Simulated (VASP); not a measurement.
# ScAl2 (Fd-3m) in VASP: further runs

The runs below take ScAl2 through single point, with PBEsol.

Everything below comes from runs of VASP 6.6.1. Logs are shortened: lines on timing, memory, paths and dates and some standing lists are left out, and cuts for length are marked.

### 1 The cell of the first run

The structure is cubic, space group Fd-3m (No. 227). The conventional cell has a = 7.655 Å, b = 7.655 Å, c = 7.655 Å, α = 90.00°, β = 90.00°, γ = 90.00°. Sc (site symmetry -43m) has 12 Al at 3.17 Å and 4 Sc at 3.31 Å within 4.2 Å. Al (site symmetry -3m) has 6 Al at 2.71 Å and 6 Sc at 3.17 Å within 3.6 Å.

### 2 Single point, PBEsol

File INCAR:

```
SYSTEM = ScAl2
PREC = Accurate
ENCUT = 520
EDIFF = 1E-6
ISMEAR = -1
SIGMA = 0.15
LREAL = .FALSE.
LASPH = .TRUE.
NELM = 60
ALGO = Normal
ISIF = 2
LWAVE = .FALSE.
LCHARG = .FALSE.
GGA = PS
NBANDS = 26
```

File KPOINTS:

```
regular mesh
0
G
  5 5 5
  0 0 0
```

File POSCAR:

```
ScAl2
1.0
    0.0000000000      3.8273616218      3.8273616218
    3.8273616218      0.0000000000      3.8273616218
    3.8273616218      3.8273616218      0.0000000000
Sc Al
2 4
Direct
    0.5000000000      0.5000000000      0.5000000000
    0.7500000000      0.7500000000      0.7500000000
    0.1250000000      0.1250000000      0.1250000000
    0.6250000000      0.1250000000      0.1250000000
    0.1250000000      0.6250000000      0.1250000000
    0.1250000000      0.1250000000      0.6250000000
```

Potentials or basis: VASP PAW PBE potentials, release 64 (Sc_sv, Al).

Run with:

```console
cat potpaw_PBE.64/Sc_sv/POTCAR potpaw_PBE.64/Al/POTCAR > POTCAR
mpirun -np 1 vasp_std > vasp.out
```

OUTCAR:

```text
SYSTEM = ScAl2
   PREC = Accurate
   ENCUT = 520
   EDIFF = 1E-6
   ISMEAR = -1
   LREAL = .FALSE.
   LASPH = .TRUE.
   NELM = 60
   ISIF = 2
   GGA = PS

 ion  position               nearest neighbor table
   1  0.500  0.500  0.500-   3 3.17   5 3.17   6 3.17   3 3.17   4 3.17   6 3.17   3 3.17   4 3.17
                             5 3.17   4 3.17   5 3.17   6 3.17   2 3.31   2 3.31   2 3.31   2 3.31
   2  0.750  0.750  0.750-   4 3.17   5 3.17   6 3.17   3 3.17   4 3.17   5 3.17   3 3.17   4 3.17
                             6 3.17   3 3.17   5 3.17   6 3.17   1 3.31   1 3.31   1 3.31   1 3.31
   3  0.125  0.125  0.125-   4 2.71   5 2.71   6 2.71   6 2.71   5 2.71   4 2.71   1 3.17   2 3.17
                             1 3.17   2 3.17   1 3.17   2 3.17
   4  0.625  0.125  0.125-   3 2.71   6 2.71   5 2.71   3 2.71   5 2.71   6 2.71   2 3.17   1 3.17
                             1 3.17   2 3.17   2 3.17   1 3.17
   5  0.125  0.625  0.125-   3 2.71   6 2.71   3 2.71   4 2.71   6 2.71   4 2.71   2 3.17   1 3.17
                             2 3.17   2 3.17   1 3.17   1 3.17
   6  0.125  0.125  0.625-   3 2.71   3 2.71   4 2.71   5 2.71   5 2.71   4 2.71   1 3.17   2 3.17
                             1 3.17   2 3.17   1 3.17   2 3.17

  LATTYP: Found a face centered cubic cell.
 ALAT       =     7.6547232436

  Lattice vectors:

 A1 = (   0.0000000000,   3.8273616218,   3.8273616218)
 A2 = (   3.8273616218,   0.0000000000,   3.8273616218)
 A3 = (   3.8273616218,   3.8273616218,   0.0000000000)

Analysis of symmetry for initial positions (statically):
=====================================================================
 Subroutine PRICEL returns:
 Original cell was already a primitive cell.

 Routine SETGRP: Setting up the symmetry group for a
 face centered cubic supercell.

 Subroutine GETGRP returns: Found 48 space group operations
 (whereof 24 operations were pure point group operations)
 out of a pool of 48 trial point group operations.

The static configuration has the point symmetry T_d .
 The point group associated with its full space group is O_h .

Analysis of symmetry for dynamics (positions and initial velocities):
=====================================================================
 Subroutine PRICEL returns:
 Original cell was already a primitive cell.

 Routine SETGRP: Setting up the symmetry group for a
 face centered cubic supercell.

 Subroutine GETGRP returns: Found 48 space group operations
 (whereof 24 operations were pure point group operations)
 out of a pool of 48 trial point group operations.

The dynamic configuration has the point symmetry T_d .
 The point group associated with its full space group is O_h .

 Subroutine INISYM returns: Found 48 space group operations
 (whereof 24 operations are pure point group operations),
 and found     1 'primitive' translations

----------------------------------------------------------------------------------------

                                     Primitive cell

  volume of cell :     112.1317

  direct lattice vectors                    reciprocal lattice vectors
     0.000000000  3.827361622  3.827361622    -0.130638296  0.130638296  0.130638296
     3.827361622  0.000000000  3.827361622     0.130638296 -0.130638296  0.130638296
     3.827361622  3.827361622  0.000000000     0.130638296  0.130638296 -0.130638296

  length of vectors
     5.412706714  5.412706714  5.412706714     0.226272166  0.226272166  0.226272166

  position of ions in fractional coordinates (direct lattice)
     0.500000000  0.500000000  0.500000000
     0.750000000  0.750000000  0.750000000
     0.125000000  0.125000000  0.125000000
     0.625000000  0.125000000  0.125000000
     0.125000000  0.625000000  0.125000000
     0.125000000  0.125000000  0.625000000

  ion indices of the primitive-cell ions
   primitive index   ion index
                 1           1
                 2           2
                 3           3
                 4           4
                 5           5
                 6           6

----------------------------------------------------------------------------------------

 KPOINTS: regular mesh

Automatic generation of k-mesh.
 Grid dimensions read from file:
 generate k-points for:    5    5    5

 Generating k-lattice:

  Cartesian coordinates                     Fractional coordinates (reciprocal lattice)
    -0.026127659  0.026127659  0.026127659     0.200000000  0.000000000  0.000000000
     0.026127659 -0.026127659  0.026127659     0.000000000  0.200000000  0.000000000
     0.026127659  0.026127659 -0.026127659     0.000000000  0.000000000  0.200000000

  Length of vectors
     0.045254433  0.045254433  0.045254433

  Shift w.r.t. Gamma in fractional coordinates (k-lattice)
     0.000000000  0.000000000  0.000000000

 Subroutine IBZKPT returns following result:
 ===========================================

 Found     10 irreducible k-points:

 Following reciprocal coordinates:
            Coordinates               Weight
  0.000000  0.000000  0.000000      1.000000
  0.200000  0.000000  0.000000      8.000000
  0.400000  0.000000  0.000000      8.000000
  0.200000  0.200000  0.000000      6.000000
  0.400000  0.200000  0.000000     24.000000
 -0.400000  0.200000  0.000000     24.000000
 -0.200000  0.200000  0.000000     12.000000
  0.400000  0.400000  0.000000      6.000000
 -0.400000  0.400000  0.000000     12.000000
 -0.400000  0.400000  0.200000     24.000000
   k-points           NKPTS =     10   k-points in BZ     NKDIM =     10   number of bands    NBANDS=     26
   number of dos      NEDOS =    301   number of ions     NIONS =      6
   total plane-waves  NPLWV =  64000
   dimension x,y,z NGX =    40 NGY =   40 NGZ =   40
   dimension x,y,z NGXF=    80 NGYF=   80 NGZF=   80
   ions per type =               2   4
   NGX,Y,Z   is equivalent  to a cutoff of  12.29, 12.29, 12.29 a.u.
   NGXF,Y,Z  is equivalent  to a cutoff of  24.57, 24.57, 24.57 a.u.
 SYSTEM =  ScAl2
   PREC   = accura    normal or accurate (medium, high low for compatibility)
   ISTART =      0    job   : 0-new  1-cont  2-samecut
   ICHARG =      2    charge: 1-file 2-atom 10-const
   ISPIN  =      1    spin polarized calculation?
   LNONCOLLINEAR =      F non collinear calculations
   LSORBIT =      F    spin-orbit coupling
   LASPH  =      T    aspherical Exc in radial PAW
   ENCUT  =  520.0 eV  38.22 Ry    6.18 a.u.  10.06 10.06 10.06*2*pi/ulx,y,z
   NELM   =     60;   NELMIN=  2; NELMDL= -5     # of ELM steps
   EDIFF  = 0.1E-05   stopping-criterion for ELM
   LREAL  =      F    real-space projection
   EDIFFG = 0.1E-04   stopping-criterion for IOM
   NSW    =      0    number of steps for IOM
   IBRION =     -1    ionic relax: 0-MD 1-quasi-New 2-CG
   NFREE  =      0    steps in history (QN), initial steepest desc. (CG)
   ISIF   =      2    stress and relaxation
   ISYM   =      2    0-nonsym 1-usesym 2-fastsym
   POTIM  = 0.5000    time-step for ionic-motion
   TEBEG  =    0.0;   TEEND  =   0.0 temperature during run
   PSTRESS=    0.0 pullay stress
   NELECT =      34.0000    total number of electrons
   NUPDOWN=      -1.0000    fix difference up-down
   EMIN   =  10.00;   EMAX   =-10.00  energy-range for DOS
   EFERMI =   0.00;   METHOD = LEGACY
   ISMEAR =    -1;   SIGMA  =   0.15  broadening in eV -4-tet -1-fermi 0-gaus
   EFERMI_NEDOS =   21; number of points for ismear=-14 and -15
   IALGO  =     38    algorithm
   IMIX   =      4    mixing-type and parameters
     AMIX     =   0.40;   BMIX     =  1.00
     AMIX_MAG =   1.60;   BMIX_MAG =  1.00
  volume/ion in A,a.u.               =      18.69       126.12
  Fermi-wavevector in a.u.,A,eV,Ry     =   1.099829  2.078375 16.457917  1.209623
  Thomas-Fermi vector in A             =   2.236230
   LORBIT       =      0    0 simple, 1 ext, 2 COOP (PROOUT), +10 PAW based schemes
   GGA     = PS    functional components
   LHFCALC =     F    Hartree Fock is set to
   AEXX    =    0.0000 exact exchange contribution
   IVDW    =     0    specifies the selected vdW correction
   LEPSILON=     F    determine dielectric tensor
   LRPA    =     F    only Hartree local field effects (RPA)
 non-spin polarized calculation
  energy-cutoff  :      520.00
  volume of cell :      112.13
 maximum number of plane-waves:      3036
   NGX = 21   NGY = 21   NGZ = 21

 number of electron      33.9999993 magnetization

 Free energy of the ion-electron system (eV)
  ---------------------------------------------------
  ext. energy  EPLUGINS =         0.00000000
  ---------------------------------------------------
  free energy    TOTEN  =       -32.56096811 eV

  energy without entropy =      -32.29273606  energy(sigma->0) =      -32.42685209

 E-fermi :   6.1727     XC(G=0): -10.2507

 val. band max:        6.1391991881   @ k =  -0.4000   0.4000   0.0000
 cond. band min:       6.1887393726   @ k =  -0.2000   0.2000   0.0000
 fundamental gap:      0.0495401845
 Fermi energy:         6.1726524854

 k-point     1 :       0.0000    0.0000    0.0000
  band No.  band energies     occupation
      1     -43.0964      2.00000
      2     -43.0625      2.00000
      3     -21.8580      2.00000
      4     -21.8580      2.00000
      5     -21.8580      2.00000
      6     -21.7623      2.00000
[... 18 lines left out ...]
     25       9.4283      0.00000
     26       9.4283      0.00000

 k-point     2 :       0.2000    0.0000    0.0000
  band No.  band energies     occupation
      1     -43.0940      2.00000
      2     -43.0649      2.00000
      3     -21.8621      2.00000
      4     -21.8621      2.00000
      5     -21.8578      2.00000
      6     -21.7637      2.00000
[... 18 lines left out ...]
     25       9.0545      0.00000
     26       9.0631      0.00000

 k-point     3 :       0.4000    0.0000    0.0000
  band No.  band energies     occupation
      1     -43.0891      2.00000
      2     -43.0698      2.00000
      3     -21.8681      2.00000
      4     -21.8681      2.00000
      5     -21.8579      2.00000
      6     -21.7655      2.00000
[... 18 lines left out ...]
     25       9.0103      0.00000
     26       9.0104      0.00000

 k-point     4 :       0.2000    0.2000    0.0000
  band No.  band energies     occupation
      1     -43.0932      2.00000
      2     -43.0658      2.00000
      3     -21.8667      2.00000
      4     -21.8667      2.00000
      5     -21.8493      2.00000
      6     -21.7722      2.00000
[... 18 lines left out ...]
     25       8.9823      0.00000
     26       9.0194      0.00000

 k-point     5 :       0.4000    0.2000    0.0000
  band No.  band energies     occupation
      1     -43.0886      2.00000
      2     -43.0704      2.00000
      3     -21.8747      2.00000
      4     -21.8725      2.00000
      5     -21.8420      2.00000
      6     -21.7804      2.00000
[... 18 lines left out ...]
     25       9.1367      0.00000
     26       9.2671      0.00000

 k-point     6 :      -0.4000    0.2000    0.0000
  band No.  band energies     occupation
      1     -43.0860      2.00000
      2     -43.0729      2.00000
      3     -21.8793      2.00000
      4     -21.8719      2.00000
      5     -21.8409      2.00000
      6     -21.7816      2.00000
[... 18 lines left out ...]
     25       9.1042      0.00000
     26       9.3600      0.00000

 k-point     7 :      -0.2000    0.2000    0.0000
  band No.  band energies     occupation
      1     -43.0905      2.00000
      2     -43.0684      2.00000
      3     -21.8736      2.00000
      4     -21.8656      2.00000
      5     -21.8495      2.00000
      6     -21.7725      2.00000
[... 18 lines left out ...]
     25       8.8851      0.00000
     26       9.2754      0.00000

 k-point     8 :       0.4000    0.4000    0.0000
  band No.  band energies     occupation
      1     -43.0847      2.00000
      2     -43.0742      2.00000
      3     -21.8785      2.00000
      4     -21.8785      2.00000
      5     -21.8263      2.00000
      6     -21.7971      2.00000
[... 18 lines left out ...]
     25       9.6258      0.00000
     26       9.6258      0.00000

 k-point     9 :      -0.4000    0.4000    0.0000
  band No.  band energies     occupation
      1     -43.0811      2.00000
      2     -43.0778      2.00000
      3     -21.8822      2.00000
      4     -21.8781      2.00000
      5     -21.8196      2.00000
      6     -21.8034      2.00000
[... 18 lines left out ...]
     25       9.6078      0.00000
     26      10.0822      0.00000

 k-point    10 :      -0.4000    0.4000    0.2000
  band No.  band energies     occupation
      1     -43.0837      2.00000
      2     -43.0752      2.00000
      3     -21.8812      2.00000
      4     -21.8770      2.00000
      5     -21.8269      2.00000
      6     -21.7956      2.00000
[... 18 lines left out ...]
     25       9.3418      0.00000
     26       9.6103      0.00000

------------------------ aborting loop because EDIFF is reached ----------------------------------------

  FORCE on cell =-STRESS in cart. coord.  units (eV):
  Direction    XX          YY          ZZ          XY          YZ          ZX
  --------------------------------------------------------------------------------------
  -------------------------------------------------------------------------------------
  Total       -2.8234062     -2.8234062     -2.8234062      0.0000000      0.0000000     -0.0000000
  in kB      -40.3418178    -40.3418178    -40.3418178      0.0000000      0.0000000     -0.0000000
  external PRESSURE =     -40.3418178 kB  Pullay stress =       0.0000000 kB

 VOLUME and BASIS-vectors are now :
 -----------------------------------------------------------------------------
  energy-cutoff  :      520.00
  volume of cell :      112.13
      direct lattice vectors                 reciprocal lattice vectors
     0.000000000  3.827361622  3.827361622    -0.130638296  0.130638296  0.130638296
     3.827361622  0.000000000  3.827361622     0.130638296 -0.130638296  0.130638296
     3.827361622  3.827361622  0.000000000     0.130638296  0.130638296 -0.130638296

 POSITION                                       TOTAL-FORCE (eV/Angst)
 -----------------------------------------------------------------------------------
      3.82736      3.82736      3.82736         0.000000      0.000000     -0.000000
      5.74104      5.74104      5.74104        -0.000000     -0.000000      0.000000
      0.95684      0.95684      0.95684        -0.000000     -0.000000      0.000000
      0.95684      2.87052      2.87052        -0.000000     -0.000000      0.000000
      2.87052      0.95684      2.87052        -0.000000     -0.000000      0.000000
      2.87052      2.87052      0.95684        -0.000000     -0.000000      0.000000
 -----------------------------------------------------------------------------------
    total drift:                               -0.000000     -0.000000      0.000000

  FREE ENERGIE OF THE ION-ELECTRON SYSTEM (eV)
  ---------------------------------------------------
  free  energy   TOTEN  =       -32.5609681132 eV

  energy  without entropy=      -32.2927360598  energy(sigma->0) =      -32.42685209
```

Run time: 41 s. Hardware: 1 thread of AMD EPYC 7R13 (Zen 3), shared host; peak memory 0.2 GiB.

What came out:

- Free energy: -32.5610 eV
- Pressure: -4.0 GPa
- Band gap on the k mesh: zero (band 17 reaches 6.52 eV, above the bottom of band 18 at 4.50 eV)

Levels at points of the mesh, in eV from the Fermi level:
| k point | band 15 | band 16 | band 17 | band 18 | band 19 | band 20 |
| --- | --- | --- | --- | --- | --- | --- |
| (0.00, 0.00, 0.00) | -2.47 | -2.47 | -1.67 | -1.67 | 0.23 | 1.97 |

Caveat: the PAW data sets were made with another functional, which shifts forces and pressure a little.

### 3 Single point, PBEsol

This run uses another cell than the first one, of 19.23 Å³/atom, 1.029 times its volume.

File INCAR:

```
PREC = Accurate ; ENCUT = 520
EDIFF = 1E-7 ; ISMEAR = -1
SIGMA = 0.15 ; LREAL = F
LASPH = T ; NELM = 80
ALGO = Normal ; ISIF = 2
LWAVE = F ; LCHARG = F
GGA = PS ; NBANDS = 26
```

File KPOINTS:

```
regular mesh
0
Gamma
  5 5 5
```

Changes to POSCAR since step 2:

```diff
@@ -2,5 +2,5 @@
 1.0
-    0.0000000000      3.8273616218      3.8273616218
-    3.8273616218      0.0000000000      3.8273616218
-    3.8273616218      3.8273616218      0.0000000000
+    0.0000000000      3.8638148789      3.8638148789
+    3.8638148789      0.0000000000      3.8638148789
+    3.8638148789      3.8638148789      0.0000000000
 Sc Al
```

Potentials or basis: VASP PAW PBE potentials, release 64 (Sc_sv, Al).

Run with:

```console
cat potpaw_PBE.64/Sc_sv/POTCAR potpaw_PBE.64/Al/POTCAR > POTCAR
mpirun -np 1 vasp_std > vasp.out
```

It took 46 s on 1 thread of AMD EPYC 7R13 (Zen 3), shared host; peak memory 0.22 GiB.

It converged, with:

```
Free energy            : -32.4596 eV
Pressure               : -6.0 GPa
Band gap on the k mesh : zero (band 17 reaches 6.29 eV, above the bottom of band 18 at 4.32 eV)
```

Levels at points of the mesh, in eV from the Fermi level:
```csv
k point,band 13,band 14,band 15,band 16,band 17,band 18,band 19,band 20,band 21,band 22
"(0.00, 0.00, 0.00)",-2.47,-2.46,-2.46,-2.46,-1.63,-1.63,0.19,1.89,1.89,1.89
```

Caveat: the PAW data sets were made with another functional, which shifts forces and pressure a little.
